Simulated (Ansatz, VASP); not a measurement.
**ZrSnSe3: VASP beside Ansatz**

```
Zr Sn Se
1.0
     5.05833    0.00000    0.00000
     0.00000    5.05833    0.00000
     0.00000    0.00000    6.11952
Zr Sn Se
1 1 3
Direct
  0.50000 0.50000 0.54847
  0.00000 0.00000 0.15217
  0.50000 0.00000 0.39675
  0.50000 0.50000 0.94346
  0.00000 0.50000 0.39675
```

Change from the starting cell: species swapped into the KCrCl3 type (P4mm, No. 99).

Alike in both runs: functional PBE; k mesh 6 × 6 × 6; occupations gaussian, width 0.02 eV; no spin polarisation.

Ansatz relaxed the structure, and its values are those at the end. VASP's run is a single point on that final structure, the one shown.

|  | VASP | Ansatz |
| --- | --- | --- |
| version | VASP 6.6.1 | Ansatz 0.2.0 |
| potentials or method | VASP PAW PBE potentials, release 64 (Zr_sv, Sn_d, Se), cutoff 520 eV | scalar-relativistic, plane waves, PAW |
| valence electrons in the cell | 44 | 74 |

|  | VASP | Ansatz | Ansatz less VASP |
| --- | --- | --- | --- |
| gap on the k mesh at the Fermi level (eV) | 0.91 | 0.91 | +0.003 |
| least direct gap on the mesh (eV) | 1.31 | 1.32 | +0.003 |
| pressure (GPa) | 0.0 | 0.0 | -0.05 |
| rms of the force components (eV/Å) | 0.006 | 0.003 | -0.0024 |

VASP's potentials hold 44 valence electrons a cell and Ansatz's 74, so a difference there can come from the potentials and not from the codes.
